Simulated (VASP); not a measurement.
Wanted: the native input for a VASP 6.6.1 run.

```yaml
Task: relaxation of cell and atoms
Functional: LDA
Potentials_or_basis: VASP PAW LDA potentials, release 64 (Mg, Sn_d)
Cutoff: 600 eV
k_mesh: 10 × 10 × 10
Occupations: fermi-dirac, width 0.08 eV
Spin: no spin polarisation
Target_pressure: 30 GPa
Dipole_correction: no
Further_INCAR_settings: ALGO = Normal; EDIFF = 1e-07; IBRION = 2; EDIFFG = -0.002; NSW = 100; ISIF = 3
```

The structure of Mg2Sn lies in POSCAR:

```
Mg2Sn
1.0
    0.0000000000      3.3322173357      3.3322173357
    3.3322173357      0.0000000000      3.3322173357
    3.3322173357      3.3322173357      0.0000000000
Mg Sn
2 1
Direct
    0.2500000000      0.2500000000      0.2500000000
    0.7500000000      0.7500000000      0.7500000000
    0.0000000000      0.0000000000      0.0000000000
```

One way to write it, as run:

INCAR

```
SYSTEM = Mg2Sn
PREC = Accurate
ENCUT = 600
EDIFF = 1E-7
ISMEAR = -1
SIGMA = 0.08
LREAL = .False.
LASPH = .True.
NELM = 120
ALGO = Normal
ISIF = 3
LWAVE = .False.
LCHARG = .False.
GGA = CA
IBRION = 2
NSW = 100
EDIFFG = -0.002
PSTRESS = 300.0
GGA_COMPAT = .False.
NELMIN = 4
```

KPOINTS

```
regular mesh
0
Gamma
  10 10 10
  0 0 0
```

Potentials or basis: VASP PAW LDA potentials, release 64 (Mg, Sn_d).

Command:

```console
$ cat potpaw_LDA.64/Mg/POTCAR potpaw_LDA.64/Sn_d/POTCAR > POTCAR
$ mpirun -np 1 vasp_std > vasp.out
```

It gave:

```yaml
Relaxed_volume: 17.78 Å³/atom
Relaxed_cell: a = 4.225 Å, b = 4.225 Å, c = 4.225 Å, α = 60.00°, β = 60.00°, γ = 60.00°
Space_group_after_relaxing_to_0.1_Å: Fm-3m (No. 225)
Energy_change_on_relaxing_the_run_minimises_the_enthalpy: +478.3 meV/atom
Ionic_steps: 7
Pressure_after_relaxing: 30.0 GPa
Band_gap_on_the_k_mesh: zero (bands 9 and 10 overlap by 0.31 eV)
```

Caveat: the cell is relaxed towards a set pressure, so the run minimises the enthalpy, not the energy; the volume moved by over 15 % at a fixed basis, so the end points are rough; spin-orbit coupling is left out, which moves the levels of the heavy elements.

Wall time 6.6 min on 1 thread of Oxide Virtual Turin-like Processor (shared host), peak memory 0.21 GiB.
